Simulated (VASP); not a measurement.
# Eu (Im-3m) in VASP: notebook

The runs below take Eu through single point, relaxation of cell and atoms, with BLYP.

All numbers are computed with VASP 6.6.1; they aren't measurements. Logs are shortened: lines on timing, memory, paths and dates and some standing lists are left out, and cuts for length are marked.

## 1. The cell of the first run

It takes space group Im-3m (No. 229, cubic). Conventional cell: a = 4.469 Å, b = 4.469 Å, c = 4.469 Å, α = 90.00°, β = 90.00°, γ = 90.00°. Eu (site symmetry m-3m) has 14 Eu at 3.87 to 4.47 Å within 5.1 Å.

## 2. Single point, BLYP, collinear spin, antiferromagnetic start

The input, INCAR:

```
AGGAC = 1.0 ; AGGAX = 1.0
ALDAC = 0.0 ; ALDAX = 1.0
ALGO = Normal ; EDIFF = 1E-7
ENCUT = 520 ; GGA = B5
ISIF = 2 ; ISMEAR = -1
ISPIN = 2 ; LASPH = True
LCHARG = False ; LMAXMIX = 6
LORBIT = 11 ; LREAL = False
LWAVE = False ; MAGMOM = 7 -7
NBANDS = 28 ; NELM = 150
PREC = Accurate ; SIGMA = 0.05
```

The input, KPOINTS:

```
k-points
0
Gamma
  7 7 7
```

The input, POSCAR:

```
Eu
1.0
    4.4692639499      0.0000000000      0.0000000000
    0.0000000000      4.4692639499      0.0000000000
    0.0000000000      0.0000000000      4.4692639499
Eu
2
Direct
    0.0000000000      0.0000000000      0.0000000000
    0.5000000000      0.5000000000      0.5000000000
```

Potentials or basis: VASP PAW PBE potentials, release 64 (Eu).

Run with:

```
$ cat potpaw_PBE.64/Eu/POTCAR > POTCAR
$ mpirun -np 1 vasp_std > vasp.out
```

OUTCAR:

```text
EDIFF = 1E-7
   ENCUT = 520
   GGA = B5
   ISIF = 2
   ISMEAR = -1
   ISPIN = 2
   LASPH = True
   LORBIT = 11
   LREAL = False
   NELM = 150
   PREC = Accurate

 ion  position               nearest neighbor table
   1  0.000  0.000  0.000-
   2  0.500  0.500  0.500-

  LATTYP: Found a simple cubic cell.
 ALAT       =     4.4692639499

  Lattice vectors:

 A1 = (   4.4692639499,   0.0000000000,   0.0000000000)
 A2 = (   0.0000000000,   4.4692639499,   0.0000000000)
 A3 = (   0.0000000000,   0.0000000000,   4.4692639499)

Analysis of symmetry for initial positions (statically):
=====================================================================
 Subroutine PRICEL returns following result:

  LATTYP: Found a body centered cubic cell.
 ALAT       =     4.4692639499

  Lattice vectors:

 A1 = (   2.2346319750,   2.2346319750,  -2.2346319749)
 A2 = (  -2.2346319750,   2.2346319749,   2.2346319749)
 A3 = (   2.2346319750,  -2.2346319749,   2.2346319750)

   2 primitive cells build up your supercell.

 Routine SETGRP: Setting up the symmetry group for a
 simple cubic supercell.

 Subroutine GETGRP returns: Found 48 space group operations
 (whereof 48 operations were pure point group operations)
 out of a pool of 48 trial point group operations.

The static configuration has the point symmetry O_h .

Analysis of symmetry for dynamics (positions and initial velocities):
=====================================================================
 Subroutine PRICEL returns following result:

  LATTYP: Found a body centered cubic cell.
 ALAT       =     4.4692639499

  Lattice vectors:

 A1 = (   2.2346319750,   2.2346319750,  -2.2346319749)
 A2 = (  -2.2346319750,   2.2346319749,   2.2346319749)
 A3 = (   2.2346319750,  -2.2346319749,   2.2346319750)

   2 primitive cells build up your supercell.

 Routine SETGRP: Setting up the symmetry group for a
 simple cubic supercell.

 Subroutine GETGRP returns: Found 48 space group operations
 (whereof 48 operations were pure point group operations)
 out of a pool of 48 trial point group operations.

The dynamic configuration has the point symmetry O_h .

Analysis of structural, dynamic, and magnetic symmetry:
=====================================================================
 Subroutine PRICEL returns following result:

  LATTYP: Found a body centered cubic cell.
 ALAT       =     4.4692639499

  Lattice vectors:

 A1 = (   2.2346319750,   2.2346319750,  -2.2346319749)
 A2 = (  -2.2346319750,   2.2346319749,   2.2346319749)
 A3 = (   2.2346319750,  -2.2346319749,   2.2346319750)

   2 primitive cells build up your supercell.

 Routine SETGRP: Setting up the symmetry group for a
 simple cubic supercell.

 Subroutine GETGRP returns: Found 48 space group operations
 (whereof 48 operations were pure point group operations)
 out of a pool of 48 trial point group operations.

The overall configuration has the point symmetry O_h .

 Subroutine INISYM returns: Found 48 space group operations
 (whereof 48 operations are pure point group operations),
 and found     2 'primitive' translations

----------------------------------------------------------------------------------------

                                     Primitive cell

  volume of cell :      44.6353

  direct lattice vectors                    reciprocal lattice vectors
     2.234631975  2.234631975 -2.234631975     0.223750490  0.223750490  0.000000000
    -2.234631975  2.234631975  2.234631975    -0.000000000  0.223750490  0.223750490
     2.234631975 -2.234631975  2.234631975     0.223750490  0.000000000  0.223750490

  length of vectors
     3.870496117  3.870496117  3.870496117     0.316430978  0.316430978  0.316430978

  position of ions in fractional coordinates (direct lattice)
     0.000000000  0.000000000  0.000000000

  ion indices of the primitive-cell ions
   primitive index   ion index
                 1           1

----------------------------------------------------------------------------------------

 KPOINTS: k-points

Automatic generation of k-mesh.
 Grid dimensions read from file:
 generate k-points for:    7    7    7

 Generating k-lattice:

  Cartesian coordinates                     Fractional coordinates (reciprocal lattice)
     0.031964356  0.000000000  0.000000000     0.142857143  0.000000000  0.000000000
     0.000000000  0.031964356  0.000000000     0.000000000  0.142857143  0.000000000
     0.000000000  0.000000000  0.031964356     0.000000000  0.000000000  0.142857143

  Length of vectors
     0.031964356  0.031964356  0.031964356

  Shift w.r.t. Gamma in fractional coordinates (k-lattice)
     0.000000000  0.000000000  0.000000000

 Subroutine IBZKPT returns following result:
 ===========================================

 Found     20 irreducible k-points:

 Following reciprocal coordinates:
            Coordinates               Weight
  0.000000  0.000000  0.000000      1.000000
  0.142857  0.000000  0.000000      6.000000
  0.285714  0.000000  0.000000      6.000000
  0.428571  0.000000  0.000000      6.000000
  0.142857  0.142857  0.000000     12.000000
  0.285714  0.142857  0.000000     24.000000
[... 12 lines left out ...]
  0.428571  0.428571  0.285714     24.000000
  0.428571  0.428571  0.428571      8.000000
   k-points           NKPTS =     20   k-points in BZ     NKDIM =     20   number of bands    NBANDS=     28
   number of dos      NEDOS =    301   number of ions     NIONS =      2
   total plane-waves  NPLWV =  46656
   dimension x,y,z NGX =    36 NGY =   36 NGZ =   36
   dimension x,y,z NGXF=    72 NGYF=   72 NGZF=   72
   ions per type =               2
   NGX,Y,Z   is equivalent  to a cutoff of  13.39, 13.39, 13.39 a.u.
   NGXF,Y,Z  is equivalent  to a cutoff of  26.78, 26.78, 26.78 a.u.
 SYSTEM =  unknown system
   PREC   = accura    normal or accurate (medium, high low for compatibility)
   ISTART =      0    job   : 0-new  1-cont  2-samecut
   ICHARG =      2    charge: 1-file 2-atom 10-const
   ISPIN  =      2    spin polarized calculation?
   LNONCOLLINEAR =      F non collinear calculations
   LSORBIT =      F    spin-orbit coupling
   LASPH  =      T    aspherical Exc in radial PAW
   ENCUT  =  520.0 eV  38.22 Ry    6.18 a.u.   8.31  8.31  8.31*2*pi/ulx,y,z
   NELM   =    150;   NELMIN=  2; NELMDL= -5     # of ELM steps
   EDIFF  = 0.1E-06   stopping-criterion for ELM
   LREAL  =      F    real-space projection
   EDIFFG = 0.1E-05   stopping-criterion for IOM
   NSW    =      0    number of steps for IOM
   IBRION =     -1    ionic relax: 0-MD 1-quasi-New 2-CG
   NFREE  =      0    steps in history (QN), initial steepest desc. (CG)
   ISIF   =      2    stress and relaxation
   ISYM   =      2    0-nonsym 1-usesym 2-fastsym
   POTIM  = 0.5000    time-step for ionic-motion
   TEBEG  =    0.0;   TEEND  =   0.0 temperature during run
   PSTRESS=    0.0 pullay stress
   NELECT =      34.0000    total number of electrons
   NUPDOWN=      -1.0000    fix difference up-down
   EMIN   =  10.00;   EMAX   =-10.00  energy-range for DOS
   EFERMI =   0.00;   METHOD = LEGACY
   ISMEAR =    -1;   SIGMA  =   0.05  broadening in eV -4-tet -1-fermi 0-gaus
   EFERMI_NEDOS =   21; number of points for ismear=-14 and -15
   IALGO  =     38    algorithm
   IMIX   =      4    mixing-type and parameters
     AMIX     =   0.40;   BMIX     =  1.00
     AMIX_MAG =   1.60;   BMIX_MAG =  1.00
  volume/ion in A,a.u.               =      44.64       301.21
  Fermi-wavevector in a.u.,A,eV,Ry     =   1.186675  2.242491 19.159691  1.408198
  Thomas-Fermi vector in A             =   2.322843
   LORBIT       =     11    0 simple, 1 ext, 2 COOP (PROOUT), +10 PAW based schemes
   GGA     = B5    functional components
   LHFCALC =     F    Hartree Fock is set to
   AEXX    =    0.0000 exact exchange contribution
   IVDW    =     0    specifies the selected vdW correction
   LEPSILON=     F    determine dielectric tensor
   LRPA    =     F    only Hartree local field effects (RPA)
 spin polarized calculation
  energy-cutoff  :      520.00
  volume of cell :       89.27
 maximum number of plane-waves:      2469
 NGX is ok and might be reduce to    36
   NGX = 17   NGY = 17   NGZ = 17

 number of electron      33.9999983 magnetization      -0.0000000

 number of electron      33.9999983 magnetization       0.0000000

 Free energy of the ion-electron system (eV)
  ---------------------------------------------------
  ext. energy  EPLUGINS =         0.00000000
  ---------------------------------------------------
  free energy    TOTEN  =       -20.83733961 eV

  energy without entropy =      -20.80942320  energy(sigma->0) =      -20.82338140

 E-fermi :   2.2981     XC(G=0):  -8.1277

 val. band max:        2.1961264890   @ k =   0.2857   0.2857   0.1429
 cond. band min:       2.3037126355   @ k =   0.2857   0.0000   0.0000
 fundamental gap:      0.1075861465
 Fermi energy:         2.2980503210

 spin component 1

 k-point     1 :       0.0000    0.0000    0.0000
  band No.  band energies     occupation
      1     -39.0793      1.00000
      2     -36.1584      1.00000
      3     -17.9940      1.00000
      4     -17.9940      1.00000
      5     -17.9940      1.00000
      6     -15.8570      1.00000
[... 20 lines left out ...]
     27       6.5026      0.00000
[... 566 lines left out ...]
      5     -18.0341      1.00000
      6     -15.9326      1.00000
[... 20 lines left out ...]
     27       6.5985      0.00000
     28       6.6406      0.00000
 Fermi energy:         2.2980503210

 spin component 2

 k-point     1 :       0.0000    0.0000    0.0000
  band No.  band energies     occupation
      1     -39.0793      1.00000
      2     -36.1584      1.00000
      3     -17.9940      1.00000
      4     -17.9940      1.00000
      5     -17.9940      1.00000
      6     -15.8570      1.00000
[... 20 lines left out ...]
     27       6.5026      0.00000
[... 567 lines left out ...]
      6     -15.9326      1.00000
[... 20 lines left out ...]
     27       6.5806      0.00000
     28       6.6391      0.00000

------------------------ aborting loop because EDIFF is reached ----------------------------------------

  FORCE on cell =-STRESS in cart. coord.  units (eV):
  Direction    XX          YY          ZZ          XY          YZ          ZX
  --------------------------------------------------------------------------------------
  -------------------------------------------------------------------------------------
  Total       -0.1041981     -0.1041981     -0.1041981     -0.0000000      0.0000000     -0.0000000
  in kB       -1.8700891     -1.8700891     -1.8700891     -0.0000000      0.0000000     -0.0000000
  external PRESSURE =      -1.8700891 kB  Pullay stress =       0.0000000 kB

 VOLUME and BASIS-vectors are now :
 -----------------------------------------------------------------------------
  energy-cutoff  :      520.00
  volume of cell :       89.27
      direct lattice vectors                 reciprocal lattice vectors
     4.469263950  0.000000000  0.000000000     0.223750490  0.000000000  0.000000000
     0.000000000  4.469263950  0.000000000     0.000000000  0.223750490  0.000000000
     0.000000000  0.000000000  4.469263950     0.000000000  0.000000000  0.223750490

 POSITION                                       TOTAL-FORCE (eV/Angst)
 -----------------------------------------------------------------------------------
      0.00000      0.00000      0.00000        -0.000000      0.000000     -0.000000
      2.23463      2.23463      2.23463         0.000000     -0.000000      0.000000
 -----------------------------------------------------------------------------------
    total drift:                                0.000000      0.000000      0.000000

  FREE ENERGIE OF THE ION-ELECTRON SYSTEM (eV)
  ---------------------------------------------------
  free  energy   TOTEN  =       -20.8373396065 eV

  energy  without entropy=      -20.8094231996  energy(sigma->0) =      -20.82338140

 total charge

# of ion       s       p       d       f       tot
--------------------------------------------------
    1        2.088   5.691   0.277   6.684  14.740
    2        2.088   5.691   0.277   6.684  14.740
--------------------------------------------------
tot          4.177  11.382   0.553  13.368  29.481

 magnetization (x)

# of ion       s       p       d       f       tot
--------------------------------------------------
    1        0.001  -0.102   0.060   6.679   6.638
    2       -0.001   0.102  -0.060  -6.679  -6.638
--------------------------------------------------
tot          0.000   0.000   0.000   0.000   0.000
```

Run time: 1.9 min. Hardware: 1 thread of Intel Xeon 6975P-C (Granite Rapids), shared host; peak memory 0.29 GiB.

Results:

| Property | Result |
| --- | --- |
| Free energy | -20.8373 eV |
| Pressure | -0.2 GPa |
| Band gap on the k mesh | zero (filled and empty bands overlap) |
| Net moment | 0.00 μB per cell |
| Site moments | Eu +6.64, -6.64 μB |
| Valence electrons inside the program's atomic spheres | Eu 14.74 |

Caveat: the antiferromagnetic order is the one typed at the start, and another may lie lower; the PAW data sets were made with another functional, which shifts forces and pressure a little; spin-orbit coupling is left out, which moves the levels of the heavy elements; semilocal functionals describe open f shells poorly, which spoils levels, moments and volumes.

(Part 1 of 2 ends here.)

The gap in the log of VASP goes by the Fermi energy; the results here count the filled bands.